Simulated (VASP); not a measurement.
# SbPt (P6_3/mmc) in VASP: notebook, part 3 of 3

VASP 6.6.1. The steps go on from the part before.

## 6. Electric field gradients, LDA (volume scaled by 1.04)

Input file INCAR:

```
  PREC = Accurate
  ENCUT = 520
  EDIFF = 1E-8
  ISMEAR = -1
  SIGMA = 0.08
  LREAL = F
  LASPH = T
  NELM = 80
  ALGO = Normal
  ISIF = 2
  LWAVE = F
  LCHARG = F
  GGA = CA
  LEFG = T
  NBANDS = 23
```

Input file KPOINTS:

```
regular mesh
0
Gamma
  11 11 8
```

Input file POSCAR:

```
SbPt
1.0
    4.1843461804      0.0000000000      0.0000000000
   -2.0921730902      3.6237500904      0.0000000000
    0.0000000000      0.0000000000      5.5440082577
Sb Pt
2 2
Direct
    0.3333333333      0.6666666667      0.2500000000
    0.6666666667      0.3333333333      0.7500000000
    0.0000000000      0.0000000000      0.0000000000
    0.0000000000      0.0000000000      0.5000000000
```

Potentials or basis: VASP PAW LDA potentials, release 64 (Sb, Pt).

On the command line:

```bash
$ cat potpaw_LDA.64/Sb/POTCAR potpaw_LDA.64/Pt/POTCAR > POTCAR
$ mpirun -np 1 vasp_std > vasp.out
```

OUTCAR:

```text
PREC = Accurate
   ENCUT = 520
   EDIFF = 1E-8
   ISMEAR = -1
   LREAL = F
   LASPH = T
   NELM = 80
   ISIF = 2
   GGA = CA

 ion  position               nearest neighbor table
   1  0.333  0.667  0.250-   3 2.79   4 2.79   3 2.79   4 2.79   3 2.79   4 2.79   2 3.68   2 3.68
                             2 3.68   2 3.68   2 3.68   2 3.68
   2  0.667  0.333  0.750-   3 2.79   4 2.79   3 2.79   4 2.79   3 2.79   4 2.79   1 3.68   1 3.68
                             1 3.68   1 3.68   1 3.68   1 3.68
   3  0.000  0.000  0.000-   4 2.77   4 2.77   1 2.79   2 2.79   1 2.79   2 2.79   2 2.79   1 2.79

   4  0.000  0.000  0.500-   3 2.77   3 2.77   1 2.79   2 2.79   1 2.79   2 2.79   2 2.79   1 2.79

  LATTYP: Found a hexagonal cell.
 ALAT       =     4.1843461804
 C/A-ratio  =     1.3249401504

  Lattice vectors:

 A1 = (   4.1843461804,   0.0000000000,   0.0000000000)
 A2 = (  -2.0921730902,   3.6237500904,   0.0000000000)
 A3 = (   0.0000000000,   0.0000000000,   5.5440082577)

Analysis of symmetry for initial positions (statically):
=====================================================================
 Subroutine PRICEL returns:
 Original cell was already a primitive cell.

 Routine SETGRP: Setting up the symmetry group for a
 hexagonal supercell.

 Subroutine GETGRP returns: Found 24 space group operations
 (whereof 12 operations were pure point group operations)
 out of a pool of 24 trial point group operations.

The static configuration has the point symmetry D_3d.
 The point group associated with its full space group is D_6h.

Analysis of symmetry for dynamics (positions and initial velocities):
=====================================================================
 Subroutine PRICEL returns:
 Original cell was already a primitive cell.

 Routine SETGRP: Setting up the symmetry group for a
 hexagonal supercell.

 Subroutine GETGRP returns: Found 24 space group operations
 (whereof 12 operations were pure point group operations)
 out of a pool of 24 trial point group operations.

The dynamic configuration has the point symmetry D_3d.
 The point group associated with its full space group is D_6h.

 Subroutine INISYM returns: Found 24 space group operations
 (whereof 12 operations are pure point group operations),
 and found     1 'primitive' translations

----------------------------------------------------------------------------------------

                                     Primitive cell

  volume of cell :      84.0639

  direct lattice vectors                    reciprocal lattice vectors
     4.184346180  0.000000000  0.000000000     0.238985963  0.137978610  0.000000000
    -2.092173090  3.623750090  0.000000000     0.000000000  0.275957220  0.000000000
     0.000000000  0.000000000  5.544008258     0.000000000  0.000000000  0.180374912

  length of vectors
     4.184346180  4.184346180  5.544008258     0.275957220  0.275957220  0.180374912

  position of ions in fractional coordinates (direct lattice)
     0.333333333  0.666666667  0.250000000
     0.666666667  0.333333333  0.750000000
     0.000000000  0.000000000  0.000000000
     0.000000000  0.000000000  0.500000000

  ion indices of the primitive-cell ions
[... 88 lines left out ...]
   NELECT =      30.0000    total number of electrons
   NUPDOWN=      -1.0000    fix difference up-down
   EMIN   =  10.00;   EMAX   =-10.00  energy-range for DOS
   EFERMI =   0.00;   METHOD = LEGACY
   ISMEAR =    -1;   SIGMA  =   0.08  broadening in eV -4-tet -1-fermi 0-gaus
   EFERMI_NEDOS =   21; number of points for ismear=-14 and -15
   IALGO  =     38    algorithm
   IMIX   =      4    mixing-type and parameters
     AMIX     =   0.40;   BMIX     =  1.00
     AMIX_MAG =   1.60;   BMIX_MAG =  1.00
  volume/ion in A,a.u.               =      21.02       141.82
  Fermi-wavevector in a.u.,A,eV,Ry     =   1.161213  2.194375 18.346319  1.348416
  Thomas-Fermi vector in A             =   2.297788
   LORBIT       =      0    0 simple, 1 ext, 2 COOP (PROOUT), +10 PAW based schemes
   GGA     = CA    functional components
   LHFCALC =     F    Hartree Fock is set to
   AEXX    =    0.0000 exact exchange contribution
   IVDW    =     0    specifies the selected vdW correction
   LEPSILON=     F    determine dielectric tensor
   LRPA    =     F    only Hartree local field effects (RPA)
 non-spin polarized calculation
  energy-cutoff  :      520.00
  volume of cell :       84.06
 maximum number of plane-waves:      2286
 NGX is ok and might be reduce to    32
   NGX = 15   NGY = 15   NGZ = 21

 number of electron      30.0000007 magnetization

 Free energy of the ion-electron system (eV)
  ---------------------------------------------------
  ext. energy  EPLUGINS =         0.00000000
  ---------------------------------------------------
  free energy    TOTEN  =       -26.30375088 eV

  energy without entropy =      -26.26130884  energy(sigma->0) =      -26.28252986

 E-fermi :   9.4368     XC(G=0): -11.4653

 val. band max:        9.4259295155   @ k =   0.2727   0.0000   0.3750
 cond. band min:       9.4510611537   @ k =   0.2727   0.0909   0.5000
 fundamental gap:      0.0251316382
 Fermi energy:         9.4368418117

 k-point     1 :       0.0000    0.0000    0.0000
  band No.  band energies     occupation
      1      -3.1562      2.00000
      2       0.5153      2.00000
      3       2.7356      2.00000
      4       3.7108      2.00000
      5       3.7108      2.00000
      6       3.7973      2.00000
[... 613 lines left out ...]
     22      15.8815      0.00000
     23      16.6385      0.00000

 [... further k-points ...]
[... 5 lines left out ...]
  --------------------------------------------------------------------------------------
  -------------------------------------------------------------------------------------
  Total       -2.4376322     -2.4376322     -3.3471061      0.0000000     -0.0000000     -0.0000000
  in kB      -46.4589132    -46.4589132    -63.7926056      0.0000000     -0.0000000     -0.0000000
  external PRESSURE =     -52.2368106 kB  Pullay stress =       0.0000000 kB

 VOLUME and BASIS-vectors are now :
 -----------------------------------------------------------------------------
  energy-cutoff  :      520.00
  volume of cell :       84.06
      direct lattice vectors                 reciprocal lattice vectors
     4.184346180  0.000000000  0.000000000     0.238985963  0.137978610  0.000000000
    -2.092173090  3.623750090  0.000000000     0.000000000  0.275957220  0.000000000
     0.000000000  0.000000000  5.544008258     0.000000000  0.000000000  0.180374912

 POSITION                                       TOTAL-FORCE (eV/Angst)
 -----------------------------------------------------------------------------------
     -0.00000      2.41583      1.38600        -0.000000      0.000000      0.000000
      2.09217      1.20792      4.15801         0.000000     -0.000000      0.000000
      0.00000      0.00000      0.00000        -0.000000      0.000000      0.000000
      0.00000      0.00000      2.77200        -0.000000      0.000000      0.000000
 -----------------------------------------------------------------------------------
    total drift:                               -0.000000      0.000000      0.000000

  FREE ENERGIE OF THE ION-ELECTRON SYSTEM (eV)
  ---------------------------------------------------
  free  energy   TOTEN  =       -26.3037508817 eV

  energy  without entropy=      -26.2613088409  energy(sigma->0) =      -26.28252986

 Electric field gradients (V/A^2)
---------------------------------------------------------------------
 ion       V_xx      V_yy      V_zz      V_xy      V_xz      V_yz
---------------------------------------------------------------------
   1      -7.639    -7.639    15.278    -0.000    -0.000     0.000
   2      -7.639    -7.639    15.278    -0.000     0.000    -0.000
   3      57.516    57.516  -115.032    -0.001    -0.000     0.000
   4      57.516    57.516  -115.032    -0.001     0.000    -0.000
---------------------------------------------------------------------

 Electric field gradients after diagonalization (V/A^2)
 (convention: |V_zz| > |V_xx| > |V_yy|)
----------------------------------------------------------------------
 ion       V_xx      V_yy      V_zz     asymmetry (V_yy - V_xx)/ V_zz
----------------------------------------------------------------------
   1      -7.639    -7.639    15.278       0.000
   2      -7.639    -7.639    15.278       0.000
   3      57.517    57.515  -115.032       0.000
   4      57.517    57.515  -115.032       0.000
----------------------------------------------------------------------

           NMR quadrupolar parameters

 Cq : quadrupolar parameter    Cq=e*Q*V_zz/h
 eta: asymmetry parameters     (V_yy - V_xx)/ V_zz
 Q  : nuclear electric quadrupole moment in mb (millibarn)
----------------------------------------------------------------------
 ion       Cq(MHz)       eta       Q (mb)
----------------------------------------------------------------------
   1       0.037       0.000       1.000
   2       0.037       0.000       1.000
   3      -0.278       0.000       1.000
   4      -0.278       0.000       1.000
----------------------------------------------------------------------
```

OSZICAR:

```text
N       E                     dE             d eps       ncg     rms          rms(c)
DAV:   1     0.165624511045E+03    0.16562E+03   -0.12395E+04  3688   0.114E+03
DAV:   2    -0.197031915184E+02   -0.18533E+03   -0.17334E+03  4434   0.226E+02
DAV:   3    -0.268539745398E+02   -0.71508E+01   -0.69975E+01  4508   0.479E+01
DAV:   4    -0.269342063751E+02   -0.80232E-01   -0.80149E-01  3988   0.556E+00
DAV:   5    -0.269354101015E+02   -0.12037E-02   -0.12037E-02  4542   0.718E-01    0.125E+01
DAV:   6    -0.264452147917E+02    0.49020E+00   -0.16549E+00  4051   0.983E+00    0.633E+00
DAV:   7    -0.263368738181E+02    0.10834E+00   -0.21435E-01  3771   0.356E+00    0.336E+00
DAV:   8    -0.263044750060E+02    0.32399E-01   -0.84432E-02  4233   0.201E+00    0.377E-01
DAV:   9    -0.263040221390E+02    0.45287E-03   -0.20604E-03  4086   0.272E-01    0.245E-01
DAV:  10    -0.263037524648E+02    0.26967E-03   -0.96595E-04  3841   0.180E-01    0.334E-02
DAV:  11    -0.263037504991E+02    0.19657E-05   -0.25098E-05  4606   0.343E-02    0.158E-02
DAV:  12    -0.263037511621E+02   -0.66301E-06   -0.11838E-06  3995   0.701E-03    0.925E-03
DAV:  13    -0.263037508839E+02    0.27815E-06   -0.31964E-07  4100   0.304E-03    0.200E-03
DAV:  14    -0.263037508817E+02    0.22042E-08   -0.31375E-08  4031   0.108E-03
   1 F= -.26303751E+02 E0= -.26282530E+02  d E =-.424420E-01
```

Wall time 3.4 min (1 thread of Oxide Virtual Turin-like, shared host); peak memory 0.23 GiB.

What came out:

| Quantity | Value |
| --- | --- |
| Free energy | -26.3038 eV |
| Pressure | -5.2 GPa |
| Band gap on the k mesh | zero (band 15 reaches 11.72 eV, above the bottom of band 16 at 7.94 eV) |

Stress tensor (GPa, compression positive):
```
-4.65  0.00  0.00
 0.00 -4.65  0.00
 0.00  0.00 -6.38
```

Electric field gradients, principal values (V/Å²):
```
atom   least  middle  greatest (by size)
1 Sb  -7.639  -7.639              15.278
2 Sb  -7.639  -7.639              15.278
3 Pt  57.515  57.517            -115.032
4 Pt  57.515  57.517            -115.032
```

Caveat: without QUAD_EFG the Cq values of the log hold for a quadrupole moment of 1 mb, not for the nuclei; spin-orbit coupling is left out, which moves the levels of the heavy elements.

## 7. Overview

```tsv
cell	gap on the mesh (eV)	pressure (GPa)
a = 4.130, b = 4.130, c = 5.417 Å, angles 90.0, 90.0, 120.0°, 4 atoms	none	1.9
a = 4.046, b = 4.046, c = 5.360 Å, angles 90.0, 90.0, 120.0°, 4 atoms	none	11.1
a = 4.102, b = 4.102, c = 5.435 Å, angles 90.0, 90.0, 120.0°, 4 atoms	none	3.4
a = 4.144, b = 4.144, c = 5.490 Å, angles 90.0, 90.0, 120.0°, 4 atoms	none	-1.3
a = 4.184, b = 4.184, c = 5.544 Å, angles 90.0, 90.0, 120.0°, 4 atoms	none	-5.2
```

Alike in all rows: task electric field gradients; level LDA; potentials or basis VASP PAW LDA potentials, release 64 (Sb, Pt); no spin polarisation; k mesh 11 × 11 × 8; cutoff (eV) 520; smearing fermi-dirac 0.08 eV.

Caveats: spin-orbit coupling is left out, which moves the levels of the heavy elements.

Absolute energies hang on the potentials; compare differences alone.
